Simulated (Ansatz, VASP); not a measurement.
AlInAsP3 in VASP and in Ansatz

Contents of INCAR:

```
ALGO     = Normal         # electronic algorithm
EDIFF    = 1E-6           # SCF threshold, eV
ENCUT    = 500            # plane-wave cutoff, eV
GGA      = PE             # functional
GGA_COMPAT= F            
ISIF     = 2              # what is computed and relaxed
ISMEAR   = 0              # smearing method
LASPH    = T              # aspherical terms in the spheres
LCHARG   = F              # write CHGCAR
LREAL    = F              # projectors in reciprocal space
LWAVE    = F              # write WAVECAR
NBANDS   = 27             # bands
NELM     = 120            # most SCF steps
PREC     = Accurate       # precision mode
SIGMA    = 0.1            # smearing width, eV
```

File KPOINTS:

```
k-points
0
Gamma
  3 3 4
```

The input POSCAR:

```
AlInAsP3
1.0
    5.8482433200      0.0000000000      0.0000000000
   -2.9241216600      5.0647272800      0.0000000000
    0.0000000000      0.0000000000      4.2998960100
Al In P As
1 1 3 1
Direct
    0.3333333300      0.6666666700      0.0000000000
    0.0000000000      0.0000000000      0.0000000000
    0.6650506700      0.8325253300      0.5000000000
    0.1674746700      0.8325253300      0.5000000000
    0.1674746700      0.3349493300      0.5000000000
    0.6666666700      0.3333333300      0.0000000000
```

Input for Ansatz:

```yaml
crystal:
  lattice:
    - [5.84824332, 0.0, 0.0]
    - [-2.92412166, 5.06472728, 0.0]
    - [0.0, 0.0, 4.29989601]
  atoms:
    - { symbol: Al, position: [0.33333333, 0.66666667, 0.0] }
    - { symbol: In, position: [0.0, 0.0, 0.0] }
    - { symbol: P, position: [0.66505067, 0.83252533, 0.5] }
    - { symbol: P, position: [0.16747467, 0.83252533, 0.5] }
    - { symbol: P, position: [0.16747467, 0.33494933, 0.5] }
    - { symbol: As, position: [0.66666667, 0.33333333, 0.0] }
basis:
  ecutwfc: 420
kpoints:
  mp_grid: { grid: [3, 3, 4] }
hamiltonian:
  xc: pbe
scf:
  occupations: { method: gaussian, width: 0.1 }
  lower_state_search: "off"
output:
  forces: true
  stress: true
  eigenvalues: true
```

Change from the starting cell: species swapped into the LaAlCuNi3 type (P-6m2, No. 187).

Alike in both runs: task single point; functional PBE; k mesh 3 × 3 × 4; occupations gaussian, width 0.1 eV; no spin polarisation.

```csv
,VASP,Ansatz
version,VASP 6.6.1,Ansatz 0.2.0
potentials or method,"VASP PAW PBE potentials, release 64 (Al, In_d, P, As), cutoff 500 eV","scalar-relativistic, plane waves, PAW"
valence electrons in the cell,36,46
```

|  | VASP | Ansatz | Ansatz less VASP |
| --- | --- | --- | --- |
| gap on the k mesh at the Fermi level (eV) | none | none | - |
| pressure (GPa) | -4.1 | -4.1 | +0.04 |
| traceless stress, the component that is largest in VASP (GPa) | -1.20 | -1.19 | +0.003 |
| rms of the force components (eV/Å) | 0.335 | 0.335 | -0.0002 |

Atom by atom the forces differ by 0.000 eV/Å (rms over components). A gap of «none» marks a metal or a gap that the smearing closes. VASP's potentials hold 36 valence electrons a cell and Ansatz's 46, so a difference there can come from the potentials and not from the codes.

The k mesh is coarse, so the values compare programs but aren't converged.
